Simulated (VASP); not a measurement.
# MgSe (Fm-3m) in VASP: single point with PBE+D3(BJ)

Aim: the single point of MgSe with PBE+D3(BJ).

Everything below comes from runs of VASP 6.6.1. Logs are shortened: lines on timing, memory, paths and dates and some standing lists are left out, and cuts for length are marked.

### 1 The cell of the first run

Symmetry: Fm-3m, No. 225, cubic system. The conventional cell has a = 5.424 Å, b = 5.424 Å, c = 5.424 Å, α = 90.00°, β = 90.00°, γ = 90.00°. Mg (site symmetry m-3m) has 6 Se at 2.71 Å within 3.6 Å. Se (site symmetry m-3m) has 6 Mg at 2.71 Å within 3.6 Å.

### 2 Single point, PBE+D3(BJ)

The input, INCAR:

```
PREC = Accurate
ENCUT = 600
EDIFF = 1E-6
ISMEAR = 0
SIGMA = 0.02
LREAL = F
LASPH = T
NELM = 120
ALGO = Normal
ISIF = 2
LWAVE = F
LCHARG = F
GGA = PE
IVDW = 12
NBANDS = 11
GGA_COMPAT = F
```

The input, KPOINTS:

```
Automatic mesh
0
Gamma
  8 8 8
```

The input, POSCAR:

```
MgSe
1.0
    0.0000000000      2.7120007448      2.7120007448
    2.7120007448      0.0000000000      2.7120007448
    2.7120007448      2.7120007448      0.0000000000
Mg Se
1 1
Direct
    0.0000000000      0.0000000000      0.0000000000
    0.5000000000      0.5000000000      0.5000000000
```

Potentials or basis: VASP PAW PBE potentials, release 64 (Mg, Se).

Run with:

```bash
$ cat potpaw_PBE.64/Mg/POTCAR potpaw_PBE.64/Se/POTCAR > POTCAR
$ mpirun -np 1 vasp_std > vasp.out
```

OUTCAR:

```text
PREC = Accurate
   ENCUT = 600
   EDIFF = 1E-6
   ISMEAR = 0
   LREAL = F
   LASPH = T
   NELM = 120
   ISIF = 2
   GGA = PE
   IVDW = 12
 IVDW          = 12

 ion  position               nearest neighbor table
   1  0.000  0.000  0.000-   2 2.71   2 2.71   2 2.71   2 2.71   2 2.71   2 2.71
   2  0.500  0.500  0.500-   1 2.71   1 2.71   1 2.71   1 2.71   1 2.71   1 2.71

  LATTYP: Found a face centered cubic cell.
 ALAT       =     5.4240014896

  Lattice vectors:

 A1 = (   0.0000000000,   2.7120007448,   2.7120007448)
 A2 = (   2.7120007448,   0.0000000000,   2.7120007448)
 A3 = (   2.7120007448,   2.7120007448,   0.0000000000)

Analysis of symmetry for initial positions (statically):
=====================================================================
 Subroutine PRICEL returns:
 Original cell was already a primitive cell.

 Routine SETGRP: Setting up the symmetry group for a
 face centered cubic supercell.

 Subroutine GETGRP returns: Found 48 space group operations
 (whereof 48 operations were pure point group operations)
 out of a pool of 48 trial point group operations.

The static configuration has the point symmetry O_h .

Analysis of symmetry for dynamics (positions and initial velocities):
=====================================================================
 Subroutine PRICEL returns:
 Original cell was already a primitive cell.

 Routine SETGRP: Setting up the symmetry group for a
 face centered cubic supercell.

 Subroutine GETGRP returns: Found 48 space group operations
 (whereof 48 operations were pure point group operations)
 out of a pool of 48 trial point group operations.

The dynamic configuration has the point symmetry O_h .

 Subroutine INISYM returns: Found 48 space group operations
 (whereof 48 operations are pure point group operations),
 and found     1 'primitive' translations

----------------------------------------------------------------------------------------

                                     Primitive cell

  volume of cell :      39.8932

  direct lattice vectors                    reciprocal lattice vectors
     0.000000000  2.712000745  2.712000745    -0.184365731  0.184365731  0.184365731
     2.712000745  0.000000000  2.712000745     0.184365731 -0.184365731  0.184365731
     2.712000745  2.712000745  0.000000000     0.184365731  0.184365731 -0.184365731

  length of vectors
     3.835348234  3.835348234  3.835348234     0.319330813  0.319330813  0.319330813

  position of ions in fractional coordinates (direct lattice)
     0.000000000  0.000000000  0.000000000
     0.500000000  0.500000000  0.500000000

  ion indices of the primitive-cell ions
   primitive index   ion index
                 1           1
                 2           2

----------------------------------------------------------------------------------------

 KPOINTS: Automatic mesh

Automatic generation of k-mesh.
 Grid dimensions read from file:
 generate k-points for:    8    8    8

 Generating k-lattice:

  Cartesian coordinates                     Fractional coordinates (reciprocal lattice)
    -0.023045716  0.023045716  0.023045716     0.125000000  0.000000000  0.000000000
     0.023045716 -0.023045716  0.023045716     0.000000000  0.125000000  0.000000000
     0.023045716  0.023045716 -0.023045716     0.000000000  0.000000000  0.125000000

  Length of vectors
     0.039916352  0.039916352  0.039916352

  Shift w.r.t. Gamma in fractional coordinates (k-lattice)
     0.000000000  0.000000000  0.000000000

 Subroutine IBZKPT returns following result:
 ===========================================

 Found     29 irreducible k-points:

 Following reciprocal coordinates:
            Coordinates               Weight
  0.000000  0.000000  0.000000      1.000000
  0.125000  0.000000  0.000000      8.000000
  0.250000  0.000000  0.000000      8.000000
  0.375000  0.000000  0.000000      8.000000
  0.500000  0.000000  0.000000      4.000000
  0.125000  0.125000  0.000000      6.000000
[... 16 lines left out ...]
  0.500000  0.250000  0.125000     48.000000
 -0.375000  0.250000  0.125000     24.000000
 [... further k-points ...]
   k-points           NKPTS =     29   k-points in BZ     NKDIM =     29   number of bands    NBANDS=     11
   number of dos      NEDOS =    301   number of ions     NIONS =      2
   total plane-waves  NPLWV =  32768
   dimension x,y,z NGX =    32 NGY =   32 NGZ =   32
   dimension x,y,z NGXF=    64 NGYF=   64 NGZF=   64
   ions per type =               1   1
   NGX,Y,Z   is equivalent  to a cutoff of  13.87, 13.87, 13.87 a.u.
   NGXF,Y,Z  is equivalent  to a cutoff of  27.74, 27.74, 27.74 a.u.
 SYSTEM =  unknown system
   PREC   = accura    normal or accurate (medium, high low for compatibility)
   ISTART =      0    job   : 0-new  1-cont  2-samecut
   ICHARG =      2    charge: 1-file 2-atom 10-const
   ISPIN  =      1    spin polarized calculation?
   LNONCOLLINEAR =      F non collinear calculations
   LSORBIT =      F    spin-orbit coupling
   LASPH  =      T    aspherical Exc in radial PAW
   ENCUT  =  600.0 eV  44.10 Ry    6.64 a.u.   7.66  7.66  7.66*2*pi/ulx,y,z
   NELM   =    120;   NELMIN=  2; NELMDL= -5     # of ELM steps
   EDIFF  = 0.1E-05   stopping-criterion for ELM
   LREAL  =      F    real-space projection
   EDIFFG = 0.1E-04   stopping-criterion for IOM
   NSW    =      0    number of steps for IOM
   IBRION =     -1    ionic relax: 0-MD 1-quasi-New 2-CG
   NFREE  =      0    steps in history (QN), initial steepest desc. (CG)
   ISIF   =      2    stress and relaxation
   ISYM   =      2    0-nonsym 1-usesym 2-fastsym
   POTIM  = 0.5000    time-step for ionic-motion
   TEBEG  =    0.0;   TEEND  =   0.0 temperature during run
   PSTRESS=    0.0 pullay stress
   NELECT =       8.0000    total number of electrons
   NUPDOWN=      -1.0000    fix difference up-down
   EMIN   =  10.00;   EMAX   =-10.00  energy-range for DOS
   EFERMI =   0.00;   METHOD = LEGACY
   ISMEAR =     0;   SIGMA  =   0.02  broadening in eV -4-tet -1-fermi 0-gaus
   EFERMI_NEDOS =   21; number of points for ismear=-14 and -15
   IALGO  =     38    algorithm
   IMIX   =      4    mixing-type and parameters
     AMIX     =   0.40;   BMIX     =  1.00
     AMIX_MAG =   1.60;   BMIX_MAG =  1.00
  volume/ion in A,a.u.               =      19.95       134.61
  Fermi-wavevector in a.u.,A,eV,Ry     =   0.958234  1.810800 12.493045  0.918213
  Thomas-Fermi vector in A             =   2.087323
   LORBIT       =      0    0 simple, 1 ext, 2 COOP (PROOUT), +10 PAW based schemes
   GGA     = PE    functional components
   LHFCALC =     F    Hartree Fock is set to
   AEXX    =    0.0000 exact exchange contribution
   IVDW    =    12    specifies the selected vdW correction
   LEPSILON=     F    determine dielectric tensor
   LRPA    =     F    only Hartree local field effects (RPA)
 non-spin polarized calculation
 Gauss-broadening in eV      SIGMA  =   0.02
  energy-cutoff  :      600.00
  volume of cell :       39.89
 maximum number of plane-waves:      1363
   NGX = 15   NGY = 15   NGZ = 15

 number of electron       7.9999999 magnetization

 Free energy of the ion-electron system (eV)
  ---------------------------------------------------
  ext. energy  EPLUGINS =         0.00000000
  ---------------------------------------------------
  free energy    TOTEN  =        -7.47444633 eV

  energy without entropy =       -7.47444633  energy(sigma->0) =       -7.47444633

 E-fermi :   3.4468     XC(G=0):  -9.5501

 val. band max:        3.3556291340   @ k =   0.0000   0.0000   0.0000
 cond. band min:       5.1826559204   @ k =   0.5000   0.5000   0.0000
 fundamental gap:      1.8270267865
 Fermi energy:         3.4467779864

 k-point     1 :       0.0000    0.0000    0.0000
  band No.  band energies     occupation
      1      -9.6727      2.00000
      2       3.3556      2.00000
      3       3.3556      2.00000
      4       3.3556      2.00000
      5       6.0546      0.00000
      6      10.7610      0.00000
      7      10.7610      0.00000
      8      10.7610      0.00000
      9      13.3522      0.00000
     10      13.3522      0.00000
     11      14.3511      0.00000

 k-point     2 :       0.1250    0.0000    0.0000
  band No.  band energies     occupation
      1      -9.5362      2.00000
      2       2.1266      2.00000
      3       3.2513      2.00000
      4       3.2513      2.00000
      5       7.0132      0.00000
      6      10.4611      0.00000
      7      10.9952      0.00000
      8      10.9952      0.00000
      9      12.3571      0.00000
     10      12.3571      0.00000
     11      14.2220      0.00000

 k-point     3 :       0.2500    0.0000    0.0000
  band No.  band energies     occupation
      1      -9.1696      2.00000
      2       0.2995      2.00000
      3       3.0258      2.00000
      4       3.0258      2.00000
      5       7.5301      0.00000
      6      10.4473      0.00000
      7      10.4473      0.00000
      8      11.2084      0.00000
      9      12.9658      0.00000
     10      12.9658      0.00000
     11      13.4331      0.00000

 k-point     4 :       0.3750    0.0000    0.0000
  band No.  band energies     occupation
      1      -8.7293      2.00000
      2      -1.1236      2.00000
      3       2.8295      2.00000
      4       2.8295      2.00000
      5       7.3188      0.00000
      6       9.7286      0.00000
      7       9.7286      0.00000
      8      12.1893      0.00000
      9      13.7444      0.00000
     10      14.9165      0.00000
     11      14.9165      0.00000
[... 239 lines left out ...]
 k-point    22 :       0.3750    0.2500    0.1250
  band No.  band energies     occupation
      1      -8.8838      2.00000
      2       0.0412      2.00000
      3       1.7783      2.00000
      4       2.6341      2.00000
      5       8.2816      0.00000
      6       9.3782      0.00000
      7       9.7027      0.00000
      8      11.8533      0.00000
      9      12.9337      0.00000
     10      15.8929      0.00000
     11      16.3814      0.00000

 k-point    23 :       0.5000    0.2500    0.1250
  band No.  band energies     occupation
      1      -8.5137      2.00000
      2      -0.7795      2.00000
      3       1.2233      2.00000
      4       2.2896      2.00000
      5       8.1595      0.00000
      6       9.0997      0.00000
      7      10.6186      0.00000
      8      11.7468      0.00000
      9      14.3447      0.00000
     10      16.1212      0.00000
     11      16.9003      0.00000

 k-point    24 :      -0.3750    0.2500    0.1250
  band No.  band energies     occupation
      1      -8.3394      2.00000
      2      -1.1540      2.00000
      3       1.0791      2.00000
      4       2.1102      2.00000
      5       8.1329      0.00000
      6       8.8082      0.00000
      7      11.1685      0.00000
      8      12.5045      0.00000
      9      14.4854      0.00000
     10      15.2180      0.00000
     11      17.5459      0.00000

 [... further k-points ...]

------------------------ aborting loop because EDIFF is reached ----------------------------------------

 Edisp (eV)   -0.75781

 E8    (eV) :    -0.3233

  FORCE on cell =-STRESS in cart. coord.  units (eV):
  Direction    XX          YY          ZZ          XY          YZ          ZX
  --------------------------------------------------------------------------------------
  -------------------------------------------------------------------------------------
  Total      -0.03005    -0.03005    -0.03005    -0.00000    -0.00000     0.00000
  in kB      -1.20689    -1.20689    -1.20689    -0.00000    -0.00000     0.00000
  external pressure =       -1.21 kB  Pullay stress =        0.00 kB

 VOLUME and BASIS-vectors are now :
 -----------------------------------------------------------------------------
  energy-cutoff  :      600.00
  volume of cell :       39.89
      direct lattice vectors                 reciprocal lattice vectors
     0.000000000  2.712000745  2.712000745    -0.184365731  0.184365731  0.184365731
     2.712000745  0.000000000  2.712000745     0.184365731 -0.184365731  0.184365731
     2.712000745  2.712000745  0.000000000     0.184365731  0.184365731 -0.184365731

 POSITION                                       TOTAL-FORCE (eV/Angst)
 -----------------------------------------------------------------------------------
      0.00000      0.00000      0.00000         0.000000     -0.000000      0.000000
      2.71200      2.71200      2.71200        -0.000000      0.000000      0.000000
 -----------------------------------------------------------------------------------
    total drift:                               -0.000000     -0.000000      0.000000

  FREE ENERGIE OF THE ION-ELECTRON SYSTEM (eV)
  ---------------------------------------------------
  free  energy   TOTEN  =        -8.2322595019 eV

  energy  without entropy=       -8.2322595019  energy(sigma->0) =       -8.23225950
```

It took 5.8 s on 1 thread of Intel Xeon 6975P-C (Granite Rapids), shared host; peak memory 0.18 GiB.

Results:

```yaml
Free_energy: -8.2323 eV
Pressure: -0.1 GPa
Band_gap_on_the_k_mesh: 1.83 eV, indirect (least direct gap 2.70 eV)
Dispersion_energy_per_atom: -0.379 eV
```

Levels at points of the mesh, in eV from the valence-band top:
```tsv
k point	band 2	band 3	band 4	band 5	band 6	band 7
(0.00, 0.00, 0.00)	0.00	0.00	0.00	2.70	7.41	7.41
(0.50, 0.00, 0.00)	-5.03	-0.60	-0.60	3.84	6.12	6.12
(0.50, 0.50, 0.00)	-4.35	-1.82	-1.82	1.83	3.92	11.90
```

A k mesh can miss the band edges. A hybrid or GW would open this gap; PBE tends to underestimate it.
